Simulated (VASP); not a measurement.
# BN (P6_3/mmc) in VASP: further runs, part 2 of 2

VASP 6.6.1.

### Step 4. Vibrations by perturbation theory, PBEsol

This run uses another cell than the first one, of 9.53 Å³/atom.

The input, INCAR:

```
SYSTEM = BN
ALGO = Normal ; EDIFF = 1E-8
ENCUT = 520 ; GGA = PS
IBRION = 8 ; ISIF = 2
ISMEAR = 0 ; LASPH = .TRUE.
LCHARG = .FALSE. ; LEPSILON = .TRUE.
LREAL = .FALSE. ; LWAVE = .FALSE.
NELM = 80 ; NSW = 1
PREC = Accurate ; SIGMA = 0.01
```

The input, KPOINTS:

```
k-points
0
G
  10 10 4
  0 0 0
```

The input, POSCAR:

```
BN
1.0
    2.5043523763      0.0000000000      0.0000000000
   -1.2521761882      2.1688327779      0.0000000000
    0.0000000000      0.0000000000      7.0158639818
B N
2 2
Direct
    0.3333333333      0.6666666667      0.2500000000
    0.6666666667      0.3333333333      0.7500000000
    0.3333333333      0.6666666667      0.7500000000
    0.6666666667      0.3333333333      0.2500000000
```

Potentials or basis: VASP PAW PBE potentials, release 64 (B, N).

Command:

```bash
$ cat potpaw_PBE.64/B/POTCAR potpaw_PBE.64/N/POTCAR > POTCAR
$ mpirun -np 1 vasp_std > vasp.out
```

OUTCAR:

```text
SYSTEM = BN
   EDIFF = 1E-8
   ENCUT = 520
   GGA = PS
   IBRION = 8
   ISIF = 2
   ISMEAR = 0
   LASPH = .TRUE.
   LEPSILON = .TRUE.
   LREAL = .FALSE.
   NELM = 80
   NSW = 1
   PREC = Accurate

 ion  position               nearest neighbor table
   1  0.333  0.667  0.250-   4 1.45   4 1.45   4 1.45
   2  0.667  0.333  0.750-   3 1.45   3 1.45   3 1.45
   3  0.333  0.667  0.750-   2 1.45   2 1.45   2 1.45
   4  0.667  0.333  0.250-   1 1.45   1 1.45   1 1.45

  LATTYP: Found a hexagonal cell.
 ALAT       =     2.5043523763
 C/A-ratio  =     2.8014683749

  Lattice vectors:

 A1 = (   2.5043523763,   0.0000000000,   0.0000000000)
 A2 = (  -1.2521761882,   2.1688327779,   0.0000000000)
 A3 = (   0.0000000000,   0.0000000000,   7.0158639818)

Analysis of symmetry for initial positions (statically):
=====================================================================
 Subroutine PRICEL returns:
 Original cell was already a primitive cell.

 Routine SETGRP: Setting up the symmetry group for a
 hexagonal supercell.

 Subroutine GETGRP returns: Found 24 space group operations
 (whereof 12 operations were pure point group operations)
 out of a pool of 24 trial point group operations.

[... 668 lines left out ...]
  x    -0.00000     0.00000     0.00000    12.93912     0.00000     0.00000
  y    12.93912   -12.93912     0.00000     0.00000     0.00000     0.00000
  z    -0.00000    -0.00000     0.00000    -0.00000     0.00000     0.00000

 SECOND DERIVATIVES (NOT SYMMETRIZED)
 ------------------------------------
               1X          1Y          1Z          2X          2Y          2Z          3X          3Y          3Z          4X          4Y          4Z
  1X   -41.561270    0.000000    0.000000    0.006463   -0.000000    0.000000    0.005532   -0.000000    0.000000   41.549275   -0.000000    0.000000
  1Y     0.000000  -41.561270    0.000000   -0.000000    0.006463    0.000000   -0.000000    0.005532    0.000000   -0.000000   41.549275    0.000000
  1Z    -0.000000   -0.000000  -13.433025   -0.000000    0.000000    0.654827    0.000000    0.000000   -0.663996    0.000000    0.000000   13.442194
  2X     0.006463   -0.000000    0.000000  -41.561270    0.000000    0.000000   41.549275   -0.000000    0.000000    0.005532   -0.000000    0.000000
  2Y    -0.000000    0.006463    0.000000    0.000000  -41.561270    0.000000   -0.000000   41.549275    0.000000   -0.000000    0.005532    0.000000
  2Z    -0.000000    0.000000    0.654827   -0.000000   -0.000000  -13.433025    0.000000    0.000000   13.442194    0.000000    0.000000   -0.663996
  3X     0.001633   -0.000000    0.000000   41.551548   -0.000000    0.000000  -41.578923    0.000000    0.000000    0.025741   -0.000000    0.000000
  3Y    -0.000000    0.001633    0.000000   -0.000000   41.551548    0.000000    0.000000  -41.578923    0.000000   -0.000000    0.025741    0.000000
  3Z     0.000000    0.000000   -0.659115   -0.000000    0.000000   13.427564    0.000000    0.000000  -13.608744    0.000000    0.000000    0.840295
  4X    41.551548   -0.000000    0.000000    0.001633   -0.000000    0.000000    0.025741   -0.000000    0.000000  -41.578923    0.000000    0.000000
  4Y    -0.000000   41.551548    0.000000   -0.000000    0.001633    0.000000   -0.000000    0.025741    0.000000    0.000000  -41.578923    0.000000
  4Z    -0.000000    0.000000   13.427564    0.000000    0.000000   -0.659115    0.000000    0.000000    0.840295    0.000000    0.000000  -13.608744

 Eigenvectors and eigenvalues of the dynamical matrix
 ----------------------------------------------------

   1 f  =   40.806585 THz   256.395337 2PiTHz 1361.161171 cm-1   168.762401 meV
             X         Y         Z           dx          dy          dz
     -0.000000  1.445889  1.753966     0.389246   -0.361317   -0.000000
      1.252176  0.722944  5.261898    -0.389246    0.361317   -0.000000
     -0.000000  1.445889  5.261898     0.342151   -0.317601    0.000000
      1.252176  0.722944  1.753966    -0.342151    0.317601    0.000000
[... 71 lines left out ...]
  12 f/i=    0.004281 THz     0.026895 2PiTHz    0.142782 cm-1     0.017703 meV
             X         Y         Z           dx          dy          dz
     -0.000000  1.445889  1.753966     0.000000    0.000000    0.466652
      1.252176  0.722944  5.261898     0.000000    0.000000    0.466652
     -0.000000  1.445889  5.261898     0.000000    0.000000    0.531258
      1.252176  0.722944  1.753966     0.000000    0.000000    0.531258

--------------------------------------------------------------------------------------------------------

 MACROSCOPIC STATIC DIELECTRIC TENSOR IONIC CONTRIBUTION
 ------------------------------------------------------
           1.674817    -0.000000    -0.000000
          -0.000000     1.674817    -0.000000
          -0.000000    -0.000000     0.314863
 ------------------------------------------------------

 ELASTIC MODULI CONTR FROM IONIC RELAXATION (kBar)
 Direction    XX          YY          ZZ          XY          YZ          ZX
 --------------------------------------------------------------------------------
 XX        -446.5462    446.5462      0.0000      0.0000      0.0000     -0.0000
 YY         446.5462   -446.5462      0.0000      0.0000     -0.0000      0.0000
 ZZ           0.0000      0.0000     -0.0000     -0.0000      0.0000     -0.0000
 XY           0.0000      0.0000     -0.0000   -446.5462      0.0000     -0.0000
 YZ           0.0000     -0.0000      0.0000      0.0000     -0.0000      0.0000
 ZX          -0.0000      0.0000     -0.0000     -0.0000      0.0000     -0.0000
 --------------------------------------------------------------------------------

 PIEZOELECTRIC TENSOR IONIC CONTR  for field in x, y, z        (C/m^2)
          XX          YY          ZZ          XY          YZ          ZX
  --------------------------------------------------------------------------------
  x     0.00000    -0.00000    -0.00000    -0.00000    -0.00000     0.00000
  y    -0.00000     0.00000    -0.00000    -0.00000     0.00000    -0.00000
  z     0.00000    -0.00000    -0.00000     0.00000     0.00000    -0.00000
```

stdout:

```text
POSCAR found type information on POSCAR B N
 POSCAR found :  2 types and       4 ions
 scaLAPACK will be used
 -----------------------------------------------------------------------------
|                                                                             |
|                                                                             |
[... 47 lines left out ...]
 first order change of Fermi-energy  -0.75489E-03
 force on displaced ion       3 direction 1 : -41.579   0.003   0.000
 Born effective charge ion    3 direction 1 :  -2.708   0.001   0.000
 Linear response progress:
 first order change of Fermi-energy   0.80516E-04
 force on displaced ion       3 direction 3 :   0.000  -0.000 -13.609
 Born effective charge ion    3 direction 3 :   0.000  -0.000  -0.650
 Born effective charges drift removed
 Linear response finished
```

It took 4.7 min on 1 thread of AMD EPYC 9R45 (Zen 5), shared host; peak memory 0.29 GiB.

What came out:

- Electronic dielectric tensor (diagonal): 4.63, 4.63, 2.51
- Born charges (mean of the diagonal): B +2.02; N -2.02 e
- Highest phonon frequency at Γ, LO-TO splitting left out: 1361 cm⁻¹

Phonon frequencies in cm⁻¹ (negative: imaginary):
```csv
q point,frequencies
"(0.000, 0.000, 0.000)",0 0 0 29 29 61 755 795 1361 1361 1361 1361
```

Electronic dielectric tensor:
```
4.63 0.00 0.00
0.00 4.63 0.00
0.00 0.00 2.51
```

Born effective charge tensors (e):
atom 1, B
```
2.71 0.00 0.00
0.00 2.71 0.00
0.00 0.00 0.65
```
atom 2, B
```
2.71 0.00 0.00
0.00 2.71 0.00
0.00 0.00 0.65
```
atom 3, N
```
-2.71  0.00  0.00
 0.00 -2.71  0.00
 0.00  0.00 -0.65
```
atom 4, N
```
-2.71  0.00  0.00
 0.00 -2.71  0.00
 0.00  0.00 -0.65
```

Caveat: the PAW data sets were made with another functional, which shifts forces and pressure a little; this functional lacks dispersion, which binds the layers, so the pressure and a relaxed spacing across them are unreliable.

### Step 5. Vibrations by perturbation theory, PBEsol (9.72 Å³/atom)

This run uses another cell than the first one, of 9.72 Å³/atom.

The input, INCAR:

```
PREC     = Accurate       # precision mode
ENCUT    = 520            # plane-wave cutoff, eV
EDIFF    = 1E-8           # SCF threshold, eV
ISMEAR   = 0              # smearing method
SIGMA    = 0.01           # smearing width, eV
LREAL    = F              # projectors in reciprocal space
LASPH    = T              # aspherical terms in the spheres
NELM     = 60             # most SCF steps
ALGO     = Normal         # electronic algorithm
ISIF     = 2              # what is computed and relaxed
LWAVE    = F              # write WAVECAR
LCHARG   = F              # write CHGCAR
GGA      = PS             # functional
IBRION   = 8              # ionic algorithm
NSW      = 1              # ionic steps
```

The input, KPOINTS:

```
Automatic mesh
0
Gamma
  10 10 4
```

The input, POSCAR:

```
BN
1.0
    2.5209379748      0.0000000000      0.0000000000
   -1.2604689874      2.1831963275      0.0000000000
    0.0000000000      0.0000000000      7.0623280113
B N
2 2
Direct
    0.3333333333      0.6666666667      0.2500000000
    0.6666666667      0.3333333333      0.7500000000
    0.3333333333      0.6666666667      0.7500000000
    0.6666666667      0.3333333333      0.2500000000
```

Potentials or basis: VASP PAW PBE potentials, release 64 (B, N).

Command:

```bash
$ cat potpaw_PBE.64/B/POTCAR potpaw_PBE.64/N/POTCAR > POTCAR
$ mpirun -np 1 vasp_std > vasp.out
```

OUTCAR:

```text
PREC = Accurate
   ENCUT = 520
   EDIFF = 1E-8
   ISMEAR = 0
   LREAL = F
   LASPH = T
   NELM = 60
   ISIF = 2
   GGA = PS
   IBRION = 8
   NSW = 1

 ion  position               nearest neighbor table
   1  0.333  0.667  0.250-   4 1.46   4 1.46   4 1.46
   2  0.667  0.333  0.750-   3 1.46   3 1.46   3 1.46
   3  0.333  0.667  0.750-   2 1.46   2 1.46   2 1.46
   4  0.667  0.333  0.250-   1 1.46   1 1.46   1 1.46

  LATTYP: Found a hexagonal cell.
 ALAT       =     2.5209379748
 C/A-ratio  =     2.8014683748

  Lattice vectors:

[... 626 lines left out ...]
  1Y    -0.000000  -39.370789    0.000000    0.000000    0.005842    0.000000   -0.000000    0.006070    0.000000    0.000000   39.358877    0.000000
  1Z     0.000000    0.000000  -13.549898    0.000000    0.000000    0.628769    0.000000    0.000000   -0.648656   -0.000000    0.000000   13.569785
  2X     0.005842   -0.000000    0.000000  -39.370789    0.000000    0.000000   39.358877    0.000000    0.000000    0.006070    0.000000    0.000000
  2Y     0.000000    0.005842    0.000000   -0.000000  -39.370789    0.000000    0.000000   39.358877    0.000000   -0.000000    0.006070    0.000000
  2Z     0.000000    0.000000    0.628769    0.000000    0.000000  -13.549898   -0.000000    0.000000   13.569785    0.000000    0.000000   -0.648656
  3X     0.006406   -0.000000    0.000000   39.364709   -0.000000    0.000000  -39.399722    0.000000    0.000000    0.028607    0.000000    0.000000
  3Y     0.000000    0.006406    0.000000    0.000000   39.364709    0.000000    0.000000  -39.399722    0.000000   -0.000000    0.028607    0.000000
  3Z     0.000000   -0.000000   -0.646148    0.000000    0.000000   13.553698    0.000000    0.000000  -13.717556    0.000000    0.000000    0.810006
  4X    39.364709   -0.000000    0.000000    0.006406   -0.000000    0.000000    0.028607    0.000000    0.000000  -39.399722    0.000000    0.000000
  4Y     0.000000   39.364709    0.000000    0.000000    0.006406    0.000000   -0.000000    0.028607    0.000000    0.000000  -39.399722    0.000000
  4Z     0.000000    0.000000   13.553698    0.000000   -0.000000   -0.646148    0.000000    0.000000    0.810006    0.000000    0.000000  -13.717556

 Eigenvectors and eigenvalues of the dynamical matrix
 ----------------------------------------------------

   1 f  =   39.717821 THz   249.554431 2PiTHz 1324.843909 cm-1   164.259636 meV
             X         Y         Z           dx          dy          dz
     -0.000000  1.455464  1.765582     0.531054   -0.000002    0.000000
      1.260469  0.727732  5.296746    -0.531054    0.000002    0.000000
     -0.000000  1.455464  5.296746     0.466886   -0.000002   -0.000000
      1.260469  0.727732  1.765582    -0.466886    0.000002    0.000000
[... 71 lines left out ...]
  12 f/i=    0.005930 THz     0.037256 2PiTHz    0.197787 cm-1     0.024522 meV
             X         Y         Z           dx          dy          dz
     -0.000000  1.455464  1.765582     0.000000    0.000000    0.466614
      1.260469  0.727732  5.296746     0.000000    0.000000    0.466614
     -0.000000  1.455464  5.296746     0.000000    0.000000    0.531292
      1.260469  0.727732  1.765582     0.000000    0.000000    0.531292

--------------------------------------------------------------------------------------------------------

 ELASTIC MODULI CONTR FROM IONIC RELAXATION (kBar)
 Direction    XX          YY          ZZ          XY          YZ          ZX
 --------------------------------------------------------------------------------
 XX        -356.4916    356.4916     -0.0000      0.0000     -0.0000      0.0000
 YY         356.4916   -356.4916      0.0000     -0.0000      0.0000      0.0000
 ZZ          -0.0000      0.0000     -0.0000      0.0000      0.0000      0.0000
 XY           0.0000     -0.0000      0.0000   -356.4916     -0.0000      0.0000
 YZ          -0.0000      0.0000      0.0000     -0.0000     -0.0000      0.0000
 ZX           0.0000      0.0000      0.0000      0.0000      0.0000      0.0000
 --------------------------------------------------------------------------------
```

OSZICAR:

```text
N       E                     dE             d eps       ncg     rms          rms(c)
DAV:   1     0.670349999133E+02    0.67035E+02   -0.83354E+03  1016   0.123E+03
DAV:   2    -0.349813522731E+02   -0.10202E+03   -0.91897E+02  1460   0.262E+02
DAV:   3    -0.398744464286E+02   -0.48931E+01   -0.48599E+01  1300   0.617E+01
DAV:   4    -0.399316992933E+02   -0.57253E-01   -0.57218E-01  1224   0.719E+00
[... 78 lines left out ...]
RMM:  10    -0.268603988250E+00    0.57703E-07    0.16089E-08  2177   0.120E-04    0.550E-06
RMM:  11    -0.268604029767E+00   -0.41517E-07   -0.54433E-08  2195   0.992E-05    0.139E-06
RMM:  12    -0.268604018893E+00    0.10874E-07    0.24276E-08  2058   0.900E-05    0.358E-07
RMM:  13    -0.268604017929E+00    0.96336E-09   -0.75308E-08  1606   0.871E-05    0.127E-07
 Linear response finished
```

Wall time 3.1 min (1 thread of AMD EPYC 9R45 (Zen 5), shared host); peak memory 0.28 GiB.

Results:

```
Highest phonon frequency at Γ, LO-TO splitting left out : 1325 cm⁻¹
```

Phonon frequencies in cm⁻¹ (negative: imaginary):
```tsv
q point	frequencies
(0.000, 0.000, 0.000)	0 0 0 32 32 56 759 797 1325 1325 1325 1325
```

Caveat: the cell stands under pressure or tension, which shifts response properties; the PAW data sets were made with another functional, which shifts forces and pressure a little; this functional lacks dispersion, which binds the layers, so the pressure and a relaxed spacing across them are unreliable.
